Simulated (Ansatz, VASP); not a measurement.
**Two plane-wave programs on BaTiO3**

```
Ba Ti O
1.0
     3.99689    0.00000    0.00000
     0.00000    3.99689    0.00000
     0.00000    0.00000    4.04547
Ba Ti O
1 1 3
Direct
  0.50000 0.50000 0.57910
  0.00000 0.00000 0.09074
  0.00000 0.50000 0.06652
  0.50000 0.00000 0.06652
  0.00000 0.00000 0.55712
```

Alike in both runs: functional r2SCAN; k mesh 6 × 6 × 6; occupations gaussian, width 0.02 eV; no spin polarisation; Hubbard terms Ti d U = 4.0 eV.

Ansatz relaxed the structure, and its values are those at the end. VASP's run is a single point on that final structure, the one shown.

|  | VASP | Ansatz |
| --- | --- | --- |
| version | VASP 6.6.1 | Ansatz 0.2.0 |
| potentials or method | VASP PAW PBE potentials, release 64 (Ba_sv, Ti_sv, O_h), cutoff 910 eV | scalar-relativistic, plane waves, PAW |
| valence electrons in the cell | 40 | 40 |

|  | VASP | Ansatz | Ansatz less VASP |
| --- | --- | --- | --- |
| gap on the k mesh at the Fermi level (eV) | 2.71 | 2.70 | -0.011 |
| least direct gap on the mesh (eV) | 3.05 | 3.01 | -0.040 |
| rms of the force components (eV/Å) | 0.169 | 0.001 | -0.1675 |

VASP's potentials were made for PBE, not for r2SCAN. The programs project onto different local orbitals, so the same U acts differently, and such runs can settle in different states.

Neither program's run includes spin-orbit coupling. Noted on VASP's run: the cutoff is under 1.25 times that of the potentials, so the pressure is a little rough.
